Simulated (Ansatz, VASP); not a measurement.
## SnO2: VASP beside Ansatz

The input INCAR:

```
SYSTEM = SnO2
ALGO = Normal ; EDIFF = 1E-6
ENCUT = 520 ; GGA = PE
ISIF = 2 ; ISMEAR = 0
IVDW = 12 ; LASPH = .TRUE.
LCHARG = .TRUE. ; LELF = .TRUE.
LREAL = .FALSE. ; LVHAR = .TRUE.
LWAVE = .FALSE. ; NBANDS = 35
NELM = 100 ; PREC = Accurate
SIGMA = 0.05
```

The input KPOINTS:

```
k-points
0
G
  12 12 4
  0 0 0
```

File POSCAR:

```
SnO2
1.0
    3.2914593056      0.0000000000      0.0000000000
   -1.6457296528      2.8504873742      0.0000000000
    0.0000000000      0.0000000000     10.5913895093
Sn O
2 4
Direct
   -0.1559678954      0.0000000000      0.5000000000
    0.1559678954      0.0000000000      0.0000000000
    0.5087184888      0.3333333333      0.4017901351
    0.8246148446      0.3333333333      0.0982098649
    0.1753851554      0.6666666667      0.5982098649
    0.4912815112      0.6666666667      0.9017901351
```

Input for Ansatz:

```yaml
crystal:
  lattice:
    - [3.2914593056, 0.0, 0.0]
    - [-1.6457296528, 2.8504873742, 0.0]
    - [0.0, 0.0, 10.5913895093]
  atoms:
    - { symbol: Sn, position: [-0.1559678954, 0.0, 0.5] }
    - { symbol: Sn, position: [0.1559678954, 0.0, 0.0] }
    - { symbol: O, position: [0.5087184888, 0.3333333333, 0.4017901351] }
    - { symbol: O, position: [0.8246148446, 0.3333333333, 0.0982098649] }
    - { symbol: O, position: [0.1753851554, 0.6666666667, 0.5982098649] }
    - { symbol: O, position: [0.4912815112, 0.6666666667, 0.9017901351] }
basis:
  ecutwfc: 520.0
kpoints:
  mp_grid: { grid: [12, 12, 4] }
hamiltonian:
  xc: pbe
  dispersion: d3bj
scf:
  occupations: { method: gaussian, width: 0.05 }
output:
  forces: true
  stress: true
  eigenvalues: true
```

Change from the starting cell: mode 1 frozen in at -0.507 Å, equal normal strain along x, y and z +0.0250.

Alike in both runs: task single point; functional PBE; dispersion D3(BJ); k mesh 12 × 12 × 4; occupations gaussian, width 0.05 eV; no spin polarisation.

|  | VASP | Ansatz |
| --- | --- | --- |
| version | VASP 6.6.1 | Ansatz 0.2.0 |
| potentials or method | VASP PAW PBE potentials, release 64 (Sn_d, O), cutoff 520 eV | scalar-relativistic, plane waves, PAW |
| valence electrons in the cell | 52 | 52 |

Ansatz gave:

- gap on the k mesh at the Fermi level (eV): 1.75
- least direct gap on the mesh (eV): 1.98
- pressure (GPa): -8.6
- traceless stress, the component that is largest in VASP (GPa): 2.81
- rms of the force components (eV/Å): 0.326

Problem. What did VASP give for the same quantities?

Solution. gap on the k mesh at the Fermi level (eV): 1.72; least direct gap on the mesh (eV): 1.96; pressure (GPa): -8.2; traceless stress, the component that is largest in VASP (GPa): 2.53; rms of the force components (eV/Å): 0.304.

Atom by atom the forces differ by 0.022 eV/Å (rms over components).
